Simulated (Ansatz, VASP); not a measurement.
**Two plane-wave programs on Nb**

INCAR

```
PREC = Accurate
ENCUT = 520
EDIFF = 1E-7
ISMEAR = -1
SIGMA = 0.1
LREAL = False
LASPH = True
NELM = 60
ALGO = Normal
ISIF = 2
LWAVE = False
LCHARG = False
GGA = RE
NBANDS = 20
```

KPOINTS

```
Automatic mesh
0
Gamma
  14 14 7
```

File POSCAR:

```
Nb
1.0
    2.9201404118      0.0000000000      0.0000000000
   -1.4600702059      2.5289157792      0.0000000000
    0.0000000000      0.0000000000      5.3328016891
Nb
2
Direct
    0.3333333333      0.6666666667      0.2500000000
    0.6666666667      0.3333333333      0.7500000000
```

Input for Ansatz:

```yaml
crystal:
  lattice:
    - [2.9201404118, 0.0, 0.0]
    - [-1.4600702059, 2.5289157792, 0.0]
    - [0.0, 0.0, 5.3328016891]
  atoms:
    - { symbol: Nb, position: [0.3333333333, 0.6666666667, 0.25] }
    - { symbol: Nb, position: [0.6666666667, 0.3333333333, 0.75] }
hamiltonian:
  xc: revpbe
  pseudopotentials:
    kind: paw
    azcp:
      Nb: "pseudopotentials/Nb.paw.azcp"
basis:
  ecutwfc: 420
  fft_grid_basis: typed
kpoints:
  mp_grid: { grid: [14, 14, 7], shift: [0, 0, 0] }
magnetization:
  spin_polarized: false
scf:
  occupations: { method: fermi_dirac, width: 0.1 }
  lower_state_search: "off"
output:
  stress: true
```

Alike in both runs: task single point; functional revPBE; k mesh 14 × 14 × 7; occupations fermi-dirac, width 0.1 eV; no spin polarisation.

|  | VASP | Ansatz |
| --- | --- | --- |
| version | VASP 6.6.1 | Ansatz 0.2.0 |
| potentials or method | VASP PAW PBE potentials, release 64 (Nb_sv), cutoff 520 eV | plane waves (420 eV) with PAW, scalar-relativistic |
| valence electrons in the cell | 26 | 26 |

```tsv
	VASP	Ansatz	Ansatz less VASP
pressure (GPa)	-6.0	-5.7	+0.29
traceless stress, the component that is largest in VASP (GPa)	0.45	0.48	+0.030
```

VASP's potentials were made for PBE, not for revPBE.
